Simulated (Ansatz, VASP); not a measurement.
**In3Cu in VASP and in Ansatz**

INCAR

```
PREC     = Accurate       # precision mode
ENCUT    = 600            # plane-wave cutoff, eV
EDIFF    = 1E-6           # SCF threshold, eV
ISMEAR   = 0              # smearing method
SIGMA    = 0.1            # smearing width, eV
LREAL    = False          # projectors in reciprocal space
LASPH    = True           # aspherical terms in the spheres
NELM     = 100            # most SCF steps
ALGO     = Fast           # electronic algorithm
ISIF     = 3              # what is computed and relaxed
LWAVE    = False          # write WAVECAR
LCHARG   = False          # write CHGCAR
GGA      = PE             # functional
IBRION   = 2              # ionic algorithm
NSW      = 100            # ionic steps
EDIFFG   = -0.01          # ionic threshold
```

KPOINTS

```
Automatic mesh
0
Gamma
  10 10 10
```

File POSCAR:

```
In3Cu
1.0
    5.1035667427      0.0000000000      0.0000000000
    0.0000000000      5.1035667427      0.0000000000
    0.0000000000      0.0000000000      5.1035667427
In Cu
3 1
Direct
    0.5000000000      0.0000000000      0.0000000000
    0.0000000000      0.5000000000      0.0000000000
    0.0000000000      0.0000000000      0.5000000000
    0.0000000000      0.0000000000      0.0000000000
```

Input for Ansatz:

```yaml
crystal:
  lattice:
    - [5.1035667427, 0.0, 0.0]
    - [0.0, 5.1035667427, 0.0]
    - [0.0, 0.0, 5.1035667427]
  atoms:
    - { symbol: In, position: [0.5, 0.0, 0.0] }
    - { symbol: In, position: [0.0, 0.5, 0.0] }
    - { symbol: In, position: [0.0, 0.0, 0.5] }
    - { symbol: Cu, position: [0.0, 0.0, 0.0] }
basis:
  ecutwfc: 420
kpoints:
  mp_grid: { grid: [10, 10, 10] }
hamiltonian:
  xc: pbe
scf:
  occupations: { method: gaussian, width: 0.1 }
output:
  forces: true
  stress: true
  eigenvalues: true
relax:
  adjacent_minimum: "off"
  f_tol: 0.01
  max_steps: 80
  cell: { stress_tol: 0.05 }
```

Alike in both runs: task relaxation of cell and atoms; functional PBE; k mesh 10 × 10 × 10; occupations gaussian, width 0.1 eV; no spin polarisation.

|  | VASP | Ansatz |
| --- | --- | --- |
| version | VASP 6.6.1 | Ansatz 0.2.0 |
| potentials or method | VASP PAW PBE potentials, release 64 (In_d, Cu), cutoff 600 eV | scalar-relativistic, plane waves, PAW |
| valence electrons in the cell | 50 | 58 |

Ansatz gave:

- gap on the k mesh at the Fermi level, each at its own relaxed structure (eV): none
- relaxed volume (Å³/atom): 33.23
- relaxed cell length with the largest relative difference (Å): 5.104

**Question.** Estimate VASP's values.

**Answer.** gap on the k mesh at the Fermi level, each at its own relaxed structure (eV): none; relaxed volume (Å³/atom): 33.26; relaxed cell length with the largest relative difference (Å): 5.105.

A gap of «none» marks a metal or a gap that the smearing closes. VASP's potentials hold 50 valence electrons a cell and Ansatz's 58, so a difference there can come from the potentials and not from the codes.
